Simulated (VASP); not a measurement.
Set up this calculation in VASP 6.6.1, as the native input.

```
Task                   : single point
Functional             : PBEsol
Potentials or basis    : VASP PAW PBE potentials, release 64 (Sn_d, Se)
Cutoff                 : 520 eV
k mesh                 : 8 × 8 × 8
Occupations            : fermi-dirac, width 0.05 eV
Spin                   : no spin polarisation
Dipole correction      : no
Further INCAR settings : ALGO = Normal; EDIFF = 1e-06; NBANDS = 17
```

The structure of SnSe lies in POSCAR:

```
SnSe
1.0
    0.0000000000      3.0496098055      3.0496098055
    3.0496098055      0.0000000000      3.0496098055
    3.0496098055      3.0496098055      0.0000000000
Sn Se
1 1
Direct
    0.0000000000      0.0000000000      0.0000000000
    0.5000000000      0.5000000000      0.5000000000
```

The input as run:

INCAR

```
ALGO = Normal
EDIFF = 1E-6
ENCUT = 520
GGA = PS
ISIF = 2
ISMEAR = -1
LASPH = True
LCHARG = False
LREAL = False
LWAVE = False
NBANDS = 17
NELM = 80
PREC = Accurate
SIGMA = 0.05
```

KPOINTS

```
k-points
0
Gamma
  8 8 8
```

Potentials or basis: VASP PAW PBE potentials, release 64 (Sn_d, Se).

Run with:

```bash
$ cat potpaw_PBE.64/Sn_d/POTCAR potpaw_PBE.64/Se/POTCAR > POTCAR
$ mpirun -np 1 vasp_std > vasp.out
```

It gave:

```yaml
Pressure: -3.6 GPa
Band_gap_on_the_k_mesh: 0.49 eV, direct
```

Caveat: the PAW data sets were made with another functional, which shifts forces and pressure a little; spin-orbit coupling is left out, which moves the levels of the heavy elements.

Run time: 13 s on 1 thread of AMD EPYC 9R45 (Zen 5), on a shared host, peak memory 0.16 GiB.
